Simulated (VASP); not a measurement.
# CuSn9 in VASP: notebook, part 2 of 2

VASP 6.6.1. The steps go on from the part before.

## Step 5: Single point, PBE

Input file INCAR:

```
SYSTEM = CuSn9
PREC = Accurate
ENCUT = 400
EDIFF = 1E-6
ISMEAR = -1
SIGMA = 0.05
LREAL = Auto
LASPH = .TRUE.
NELM = 120
ALGO = Normal
ISIF = 2
LWAVE = .FALSE.
LCHARG = .TRUE.
GGA = PE
LELF = .TRUE.
LVHAR = .TRUE.
ISYM = -1
NBANDS = 153
GGA_COMPAT = .FALSE.
```

Input file KPOINTS:

```
explicit points
1
Reciprocal
  0.25000000   0.25000000   0.25000000 1
```

Input file POSCAR:

```
CuSn9
1.0
    8.3998450000      0.1576840000     -0.2106840000
    0.1576840000      8.2568420000      0.2237670000
   -0.2106840000      0.2237670000      8.1678800000
Sn Cu
18 2
Direct
    0.0484098425      0.5467590551      0.1482140465
    0.8075763678      0.0163471726      0.4722238159
    0.8962169833      0.5231550090      0.7705991949
    0.1180628546      0.1880420312      0.3707205974
    0.5042063068      0.9033278243      0.8643616513
    0.1609970433      0.2800790293      0.7392691931
    0.1360746348      0.0241727102     -0.0007286232
    0.7618654504      0.2915544251      0.1842102971
    0.3556049902      0.3360660169      0.0841356383
    0.4313526333      0.9781562172      0.3217465261
    0.4898585291      0.6630994151      0.1713033967
    0.4578671331      0.5021692928      0.8078544693
    0.7485302085      0.5776029423      0.4266649193
    0.7337861759      0.1716472482      0.8101572277
    0.8332119977      0.8807574802      0.1436558786
    0.1470577330      0.6763624078      0.4732950441
    0.1872501138      0.7380419249      0.8150848415
    0.4313008006      0.3989055112      0.4663376896
    0.0584606737     -0.0013478603      0.6806310004
    0.5095376268      0.1269455809      0.5936016682
```

The run is started by

```
> cat potpaw_PBE.64/Sn_d/POTCAR potpaw_PBE.64/Cu/POTCAR > POTCAR
> mpirun -np 1 vasp_std > vasp.out
```

Wall time 3.7 min (1 thread of Intel Xeon Platinum 8375C at 2.90GHz (Ice Lake), shared host); peak memory 0.4 GiB.

The run converged. Its results:

| Item | Value |
| --- | --- |
| Free energy | -74.5913 eV |
| Pressure | 1.3 GPa |
| Largest force | 1.381 eV/Å |

Forces on the atoms (eV/Å):
```
Sn  -0.040  0.194 -0.548
Sn  -0.076 -0.217 -0.005
Sn  -0.096 -0.081  0.219
Sn  -0.304 -0.201  0.186
Sn  -0.048  0.301 -0.106
Sn  -0.013  0.834 -0.326
Sn   0.268 -0.224  0.740
Sn  -0.020 -0.387 -0.041
Sn   0.019 -0.896  1.050
Sn  -0.017  0.421  0.386
Sn  -0.128  0.075 -0.045
Sn   0.626  0.672 -0.881
Sn   0.662  0.307  0.177
Sn   0.771  0.528  0.427
Sn  -0.430 -0.103 -0.094
Sn  -0.095  0.058 -0.247
Sn  -0.291 -0.680  0.293
Sn  -0.340  0.408 -0.571
Cu  -0.480  0.104 -0.730
Cu   0.032 -1.113  0.116
```

Stress tensor (GPa, compression positive):
```
-0.19  3.20  3.62
 3.20  0.44  1.94
 3.62  1.94  3.71
```

Levels at points of the mesh, in eV from the Fermi level:
```
           k point  band 133  band 134  band 135  band 136  band 137  band 138  band 139  band 140  band 141  band 142
(0.25, 0.25, 0.25)     -0.90     -0.85     -0.67     -0.44     -0.19      0.19      0.33      0.58      0.74      0.94
```

Caveat: the atoms stand as in a frame of molecular dynamics; spin-orbit coupling is left out, which moves the levels of the heavy elements.

## Step 6: Single point, PBE

Input file INCAR:

```
SYSTEM = CuSn9
PREC     = Accurate       ! precision mode
ENCUT    = 400            ! plane-wave cutoff, eV
EDIFF    = 1E-6           ! SCF threshold, eV
ISMEAR   = -1             ! smearing method
SIGMA    = 0.05           ! smearing width, eV
LREAL    = Auto         
LASPH    = .TRUE.         ! aspherical terms in the spheres
NELM     = 120            ! most SCF steps
ALGO     = Normal         ! electronic algorithm
ISIF     = 2              ! what is computed and relaxed
LWAVE    = .FALSE.        ! write WAVECAR
LCHARG   = .FALSE.        ! write CHGCAR
GGA      = PE             ! functional
ISYM     = -1           
NBANDS   = 153            ! bands
GGA_COMPAT= .FALSE.
```

KPOINTS is that of step 5.

Input file POSCAR:

```
CuSn9
1.0
    8.3998450000      0.1576840000     -0.2106840000
    0.1576840000      8.2568420000      0.2237670000
   -0.2106840000      0.2237670000      8.1678800000
Sn Cu
18 2
Direct
    0.0493145931      0.5518909939      0.1461303060
    0.8082942507     -0.0025012999      0.4703632245
    0.8938916871      0.5219273303      0.7700736988
    0.1208105817      0.1763136478      0.3807360883
    0.5131437772      0.9059862515      0.8714649772
    0.1512636418      0.2877387137      0.7390591439
    0.1388345941      0.0248723870     -0.0002608256
    0.7595976887      0.2927130371      0.1875937895
    0.3428652076      0.3290702388      0.0820883942
    0.4279238876      0.9756409942      0.3250332348
    0.4978285324      0.6723343727      0.1677625358
    0.4629871029      0.5014342954      0.8139206902
    0.7507125513      0.5755199494      0.4184815094
    0.7404756440      0.1724835123      0.8143547962
    0.8284771444      0.8782515050      0.1392408035
    0.1449804652      0.6751947990      0.4789630540
    0.1853243109      0.7339353436      0.8071393504
    0.4289368914      0.4085279959      0.4601902888
    0.0488301252     -0.0085857964      0.6670636621
    0.5012244367      0.1223839950      0.5877122913
```

Potentials or basis: VASP PAW PBE potentials, release 64 (Sn_d, Cu).

The run is started by

```
> cat potpaw_PBE.64/Sn_d/POTCAR potpaw_PBE.64/Cu/POTCAR > POTCAR
> mpirun -np 1 vasp_std > vasp.out
```

Wall time 3.6 min (1 thread of Intel Xeon Platinum 8375C at 2.90GHz (Ice Lake), shared host); peak memory 0.39 GiB.

The run converged. Its results:

* Free energy: -74.6817 eV
* Pressure: 1.2 GPa
* Largest force: 1.233 eV/Å

Forces on the atoms (eV/Å):
```
Sn   0.005  0.247 -0.402
Sn  -0.607 -0.038 -0.139
Sn  -0.407  0.148  0.259
Sn  -0.373 -0.011  0.038
Sn  -0.307  0.270 -0.430
Sn   0.172  0.219 -0.414
Sn   0.098 -0.588  0.261
Sn   0.005 -0.582  0.026
Sn   0.343 -0.496  1.075
Sn  -0.012  0.448  0.342
Sn  -0.449 -0.401 -0.175
Sn   0.557  0.600 -0.840
Sn   0.734  0.290  0.467
Sn   0.376  0.385 -0.045
Sn  -0.207 -0.009 -0.211
Sn  -0.189 -0.030 -0.873
Sn   0.022 -0.085  0.923
Sn  -0.263 -0.180 -0.317
Cu   0.101  0.354  0.059
Cu   0.401 -0.539  0.395
```

Stress tensor (GPa, compression positive):
```
-0.08  2.81  3.39
 2.81 -0.09  1.84
 3.39  1.84  3.75
```

Levels at points of the mesh, in eV from the Fermi level:
```csv
k point,band 133,band 134,band 135,band 136,band 137,band 138,band 139,band 140,band 141,band 142
"(0.25, 0.25, 0.25)",-0.98,-0.84,-0.61,-0.39,-0.20,0.21,0.34,0.56,0.75,0.96
```

Caveat: the atoms stand as in a frame of molecular dynamics; spin-orbit coupling is left out, which moves the levels of the heavy elements.

## Step 7: Summary

| cell | cutoff (eV) | pressure (GPa) | largest force (eV/Å) |
| --- | --- | --- | --- |
| as given, atomic positions A | 520 | 1.4 | 1.38 |
| as given, atomic positions B | 520 | 1.2 | 1.24 |
| as given, atomic positions C | 520 | 1.1 | 1.28 |
| as given, atomic positions A | 400 | 1.3 | 1.38 |
| as given, atomic positions B | 400 | 1.2 | 1.23 |

Alike in all rows: task single point; level PBE; potentials or basis VASP PAW PBE potentials, release 64 (Sn_d, Cu); no spin polarisation; k mesh 1 × 1 × 1, shifted; smearing fermi-dirac 0.05 eV.

Caveats: some runs use coarse meshes; the atoms stand as in a frame of molecular dynamics; spin-orbit coupling is left out, which moves the levels of the heavy elements.

Total energies depend on the potentials used, so only differences within one code and one set of settings carry meaning.
